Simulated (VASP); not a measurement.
The system is S.

```
CELL_PARAMETERS angstrom
-1.58914 1.58914 1.58914
1.58914 -1.58914 1.58914
1.58914 1.58914 -1.58914
ATOMIC_POSITIONS crystal
S 0.00000 0.00000 0.00000
```

This isn't the form of S at room conditions, which is orthorhombic, of S8 rings.

Base run:

| Item | Value |
| --- | --- |
| Program | VASP 6.6.1 |
| Functional | PBE |
| Potentials or basis | VASP PAW PBE potentials, release 64 (S) |
| Cutoff | 500 eV |
| k mesh | 9 × 9 × 9 |
| Occupations | gaussian, width 0.05 eV |
| Spin | no spin polarisation |

Its results: band gap on the k mesh zero (bands 3 and 4 overlap by 6.35 eV); pressure -0.1 GPa.

Question: The run is repeated on the same cell with these changes: k mesh from 9 × 9 × 9 to 10 × 10 × 10. What comes out?

Answer: Band gap on the k mesh zero (bands 3 and 4 overlap by 6.47 eV); pressure -2.1 GPa.
